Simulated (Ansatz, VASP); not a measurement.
**One calculation of SrTiO3, two programs**

```
CELL_PARAMETERS angstrom
3.91270 0.00000 0.00000
0.00000 3.91270 0.00000
0.00000 0.00000 3.91270
ATOMIC_POSITIONS crystal
Sr 0.00000 0.00000 0.00000
Ti 0.50000 0.50000 0.50000
O 0.50000 0.00000 0.50000
O 0.50000 0.50000 0.00000
O 0.00000 0.50000 0.50000
```

Alike in both runs: functional PBE; k mesh 2 × 2 × 2; occupations gaussian, width 0.12 eV; no spin polarisation.

Ansatz relaxed the structure, and its values are those at the end. VASP's run is a single point on that final structure, the one shown.

```csv
,VASP,Ansatz
version,VASP 6.6.1,Ansatz 0.2.0
potentials or method,"VASP PAW PBE potentials, release 64 (Sr_sv, Ti_sv, O), cutoff 600 eV","scalar-relativistic, plane waves, PAW"
valence electrons in the cell,40,40
```

VASP gave:

* gap on the k mesh at the Fermi level (eV): 1.46
* least direct gap on the mesh (eV): 1.82
* pressure (GPa): 6.0

**Question.** Which values does Ansatz return?

**Answer.** gap on the k mesh at the Fermi level (eV): 1.49; least direct gap on the mesh (eV): 1.84; pressure (GPa): 5.5.

The functional is the same, so the differences come from potentials, cutoffs and numerics. Ansatz's warnings: stress scf threshold loose.

The k mesh is coarse, so the values compare programs but aren't converged.
